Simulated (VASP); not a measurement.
Input of a VASP 6.6.1 run:

Contents of INCAR:

```
SYSTEM = Sc
  PREC = Accurate
  ENCUT = 520
  EDIFF = 1E-6
  ISMEAR = 0
  SIGMA = 0.05
  LREAL = .False.
  LASPH = .True.
  NELM = 60
  ALGO = Fast
  ISIF = 2
  LWAVE = .False.
  LCHARG = .True.
  GGA = PE
  LELF = .True.
  LVHAR = .True.
  NBANDS = 30
```

The input KPOINTS:

```
regular mesh
0
Gamma
  6 6 10
  0 0 0
```

The input POSCAR:

```
Sc
1.0
    5.4226760000      0.0000000000      0.0000000000
    0.0000000000      5.4226760000      0.0000000000
    0.0000000000      0.0000000000      3.4352060000
Sc
4
Direct
    0.5000000000      0.5000000000      0.0000000000
    0.0000000000      0.0000000000      0.0000000000
    0.5000000000      0.0000000000      0.5326640000
    0.0000000000      0.5000000000      0.4673360000
```

Potentials or basis: VASP PAW PBE potentials, release 64 (Sc_sv).

The run is started by

```bash
$ cat potpaw_PBE.64/Sc_sv/POTCAR > POTCAR
$ mpirun -np 1 vasp_std > vasp.out
```

**Question.** Predict the pressure.

**Answer.** -0.9 GPa.

**Question.** Predict the largest force.

**Answer.** 0.180 eV/Å.

**Question.** What does it give for the band gap on the k mesh?

**Answer.** Zero (band 22 reaches 4.08 eV, above the bottom of band 23 at 3.33 eV).

Forces in eV/Å, atoms in the order of the input:
```
Sc   0.000  0.000  0.000
Sc   0.000  0.000  0.000
Sc   0.000  0.000 -0.180
Sc   0.000  0.000  0.180
```
